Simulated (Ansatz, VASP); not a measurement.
# AlN: VASP beside Ansatz

Contents of POSCAR:

```
AlN
1.0
    3.1302279165      0.0000000000      0.0000000000
   -1.5651139583      2.7108568953      0.0000000000
    0.0000000000      0.0000000000      5.0181059732
Al N
2 2
Direct
    0.3333333333      0.6666666667      0.0002300922
    0.6666666667      0.3333333333      0.5002300922
    0.3333333333      0.6666666667      0.3817699078
    0.6666666667      0.3333333333      0.8817699078
```

INCAR.step1

```
SYSTEM = AlN
PREC     = Accurate       ! precision mode
ENCUT    = 600            ! plane-wave cutoff, eV
ISMEAR   = 0              ! smearing method
SIGMA    = 0.02           ! smearing width, eV
LREAL    = .FALSE.        ! projectors in reciprocal space
LASPH    = .TRUE.         ! aspherical terms in the spheres
NELM     = 60             ! most SCF steps
GGA      = PE             ! functional
ALGO     = Normal         ! electronic algorithm
EDIFF    = 1E-4           ! SCF threshold, eV
LWAVE    = .TRUE.         ! write WAVECAR
LCHARG   = .FALSE.        ! write CHGCAR
```

File INCAR.step2:

```
SYSTEM = AlN
PREC     = Accurate       ! precision mode
ENCUT    = 600            ! plane-wave cutoff, eV
EDIFF    = 1E-6           ! SCF threshold, eV
ISMEAR   = 0              ! smearing method
SIGMA    = 0.02           ! smearing width, eV
LREAL    = .FALSE.        ! projectors in reciprocal space
LASPH    = .TRUE.         ! aspherical terms in the spheres
NELM     = 60             ! most SCF steps
ALGO     = Normal         ! electronic algorithm
ISIF     = 3              ! what is computed and relaxed
LWAVE    = .FALSE.        ! write WAVECAR
LCHARG   = .FALSE.        ! write CHGCAR
METAGGA  = R2SCAN         ! meta-GGA
LMIXTAU  = .TRUE.       
IBRION   = 2              ! ionic algorithm
NSW      = 70             ! ionic steps
EDIFFG   = -0.005         ! ionic threshold
ISTART   = 1
```

File KPOINTS:

```
regular mesh
0
G
  9 9 6
  0 0 0
```

Input for Ansatz:

```yaml
crystal:
  lattice:
    - [3.1302279165, 0.0, 0.0]
    - [-1.5651139583, 2.7108568953, 0.0]
    - [0.0, 0.0, 5.0181059732]
  atoms:
    - { symbol: Al, position: [0.3333333333, 0.6666666667, 0.0002300922] }
    - { symbol: Al, position: [0.6666666667, 0.3333333333, 0.5002300922] }
    - { symbol: "N", position: [0.3333333333, 0.6666666667, 0.3817699078] }
    - { symbol: "N", position: [0.6666666667, 0.3333333333, 0.8817699078] }
basis:
  ecutwfc: 500
kpoints:
  mp_grid: { grid: [9, 9, 6] }
hamiltonian:
  xc: r2scan
scf:
  occupations: { method: gaussian, width: 0.02 }
output:
  forces: true
  stress: true
  eigenvalues: true
relax:
  adjacent_minimum: "off"
  f_tol: 0.005
  max_steps: 50
  cell: { stress_tol: 0.05 }
```

Alike in both runs: task relaxation of cell and atoms; functional r2SCAN; k mesh 9 × 9 × 6; occupations gaussian, width 0.02 eV; no spin polarisation.

|  | VASP | Ansatz |
| --- | --- | --- |
| version | VASP 6.6.1 | Ansatz 0.2.0 |
| potentials or method | VASP PAW PBE potentials, release 64 (Al, N), cutoff 600 eV | scalar-relativistic, plane waves, PAW |
| valence electrons in the cell | 16 | 16 |

```csv
,VASP,Ansatz,Ansatz less VASP
"gap on the k mesh at the Fermi level, each at its own relaxed structure (eV)",4.93,4.88,-0.052
relaxed volume (Å³/atom),10.39,10.40,+0.015
relaxed cell length with the largest relative difference (Å),4.976,4.979,+0.0027
```

VASP's potentials were made for PBE, not for r2SCAN.
